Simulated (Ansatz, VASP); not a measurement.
## Two plane-wave programs on SnO2

```xyz
3
Lattice="1.6171 0.9336 4.8006 -1.6171 0.9336 4.8006 0.0000 -1.8673 4.8006" Properties=species:S:1:pos:R:3 pbc="T T T"
Sn    0.0000    0.0000    6.9009
O     0.0000    0.0000    3.4157
O     0.0000    0.0000   10.9861
```

Alike in both runs: task single point; functional LDA; k mesh 12 × 12 × 12; occupations gaussian, width 0.05 eV; no spin polarisation.

|  | VASP | Ansatz |
| --- | --- | --- |
| version | VASP 6.6.1 | Ansatz 0.2.0 |
| potentials or method | VASP PAW LDA potentials, release 64 (Sn_d, O), cutoff 520 eV | scalar-relativistic, plane waves, PAW |
| valence electrons in the cell | 26 | 26 |

```tsv
	VASP	Ansatz	Ansatz less VASP
gap on the k mesh at the Fermi level (eV)	1.13	1.14	+0.007
least direct gap on the mesh (eV)	1.13	1.14	+0.007
pressure (GPa)	-4.8	-5.5	-0.66
traceless stress, the component that is largest in VASP (GPa)	-9.73	-9.14	+0.583
rms of the force components (eV/Å)	2.094	2.085	-0.0088
```

LDA's correlation is that of Perdew and Zunger in VASP and of Perdew and Wang (1992) in Ansatz. Atom by atom the forces differ by 0.028 eV/Å (rms over components).
